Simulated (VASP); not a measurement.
Runs of VASP 6.6.1 on Tl. The structure is that of space group P6_3/mmc (No. 194), or close to it. The cells are those of the table. 

```csv
task,cell,k mesh,cutoff (eV),gap on the mesh (eV),pressure (GPa),relaxed volume (Å³/atom)
relaxation of cell and atoms,"relaxed from a = 3.471, b = 3.471, c = 5.398 Å, angles 90.0, 90.0, 120.0°, 2 atoms",15 × 15 × 8,600,none,0.0,31.39
relaxation of cell and atoms,"relaxed from a = 3.611, b = 3.611, c = 5.569 Å, angles 90.0, 90.0, 120.0°, 2 atoms",15 × 15 × 8,600,none,0.0,(a)
single point,"a = 3.611, b = 3.611, c = 5.569 Å, angles 90.0, 90.0, 120.0°, 2 atoms",15 × 15 × 8,520,none,-0.1,-
single point,"a = 3.471, b = 3.471, c = 5.398 Å, angles 90.0, 90.0, 120.0°, 2 atoms",6 × 6 × 4,520,none,3.6,-
```

Alike in all rows: level PBE; potentials or basis VASP PAW PBE potentials, release 64 (Tl_d); no spin polarisation; smearing gaussian 0.1 eV.

Question: Fill in the values left out.

Answer: (a) 31.41.

Caveats: spin-orbit coupling is left out, which moves the levels of the heavy elements; the volume moved by +12 % from the deposited cell, more than functionals usually miss (some runs).

A k mesh can miss the band edges, and the runs leave out spin-orbit coupling on Tl.

A gap of «none» marks levels without a gap at the run's occupations.
